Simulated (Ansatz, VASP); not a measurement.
**One calculation of Ta, two programs**

```xyz
1
Lattice="-1.6594 1.6594 1.6594 1.6594 -1.6594 1.6594 1.6594 1.6594 -1.6594" Properties=species:S:1:pos:R:3 pbc="T T T"
Ta    0.0000    0.0000    0.0000
```

Alike in both runs: task single point; functional LDA; k mesh 18 × 18 × 18; occupations gaussian, width 0.1 eV; no spin polarisation.

```csv
,VASP,Ansatz
version,VASP 6.6.1,Ansatz 0.2.0
potentials or method,"VASP PAW LDA potentials, release 64 (Ta_pv), cutoff 520 eV","scalar-relativistic, plane waves, PAW"
valence electrons in the cell,11,13
```

Ansatz gave:

* gap on the k mesh at the Fermi level (eV): none
* pressure (GPa): -11.8

Q: What did VASP give for the same quantities?

A: gap on the k mesh at the Fermi level (eV): none; pressure (GPa): -11.1.

LDA's correlation is that of Perdew and Zunger in VASP and of Perdew and Wang (1992) in Ansatz. A gap of «none» marks a metal or a gap that the smearing closes. VASP's potentials hold 11 valence electrons a cell and Ansatz's 13, so a difference there can come from the potentials and not from the codes.

Neither program's run includes spin-orbit coupling.
